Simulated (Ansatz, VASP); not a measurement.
# SnO2 in VASP and in Ansatz

File POSCAR:

```
SnO2
1.0
    4.7648180450      0.0000000000      0.0000000000
    0.0000000000      4.7648180450      0.0000000000
    0.0000000000      0.0000000000      3.2074997700
Sn O
2 4
Direct
    0.5000000000      0.5000000000      0.5000000000
    0.0000000000      0.0000000000      0.0000000000
    0.1940277000      0.8059723000      0.5000000000
    0.8059723000      0.1940277000      0.5000000000
    0.3059723000      0.3059723000      0.0000000000
    0.6940277000      0.6940277000      0.0000000000
```

Contents of INCAR.step1:

```
SYSTEM = SnO2
PREC = Accurate
ENCUT = 600
ISMEAR = 0
SIGMA = 0.02
LREAL = .False.
LASPH = .True.
NELM = 80
GGA = PE
ALGO = Normal
EDIFF = 1E-4
LWAVE = .True.
LCHARG = .False.
```

INCAR.step2

```
SYSTEM = SnO2
PREC = Accurate
ENCUT = 600
EDIFF = 1E-6
ISMEAR = 0
SIGMA = 0.02
LREAL = .False.
LASPH = .True.
NELM = 80
ALGO = Normal
ISIF = 3
LWAVE = .False.
LCHARG = .False.
METAGGA = R2SCAN
LMIXTAU = .True.
IBRION = 2
NSW = 100
EDIFFG = -0.01
ISTART = 1
```

KPOINTS

```
regular mesh
0
Gamma
  6 6 8
  0 0 0
```

Input for Ansatz:

```yaml
crystal:
  lattice:
    - [4.764818045, 0.0, 0.0]
    - [0.0, 4.764818045, 0.0]
    - [0.0, 0.0, 3.20749977]
  atoms:
    - { symbol: Sn, position: [0.5, 0.5, 0.5] }
    - { symbol: Sn, position: [0.0, 0.0, 0.0] }
    - { symbol: O, position: [0.1940277, 0.8059723, 0.5] }
    - { symbol: O, position: [0.8059723, 0.1940277, 0.5] }
    - { symbol: O, position: [0.3059723, 0.3059723, 0.0] }
    - { symbol: O, position: [0.6940277, 0.6940277, 0.0] }
basis:
  ecutwfc: 500
kpoints:
  mp_grid: { grid: [6, 6, 8] }
hamiltonian:
  xc: r2scan
scf:
  occupations: { method: gaussian, width: 0.02 }
output:
  forces: true
  stress: true
  eigenvalues: true
relax:
  adjacent_minimum: "off"
  f_tol: 0.01
  max_steps: 80
  cell: { stress_tol: 0.05 }
```

Alike in both runs: task relaxation of cell and atoms; functional r2SCAN; k mesh 6 × 6 × 8; occupations gaussian, width 0.02 eV; no spin polarisation.

|  | VASP | Ansatz |
| --- | --- | --- |
| version | VASP 6.6.1 | Ansatz 0.2.0 |
| potentials or method | VASP PAW PBE potentials, release 64 (Sn_d, O), cutoff 600 eV | scalar-relativistic, plane waves, PAW |
| valence electrons in the cell | 52 | 52 |

```tsv
	VASP	Ansatz	Ansatz less VASP
gap on the k mesh at the Fermi level, each at its own relaxed structure (eV)	1.74	1.77	+0.025
relaxed volume (Å³/atom)	12.13	12.08	-0.048
relaxed cell length with the largest relative difference (Å)	3.207	3.201	-0.0061
```

VASP's potentials were made for PBE, not for r2SCAN.
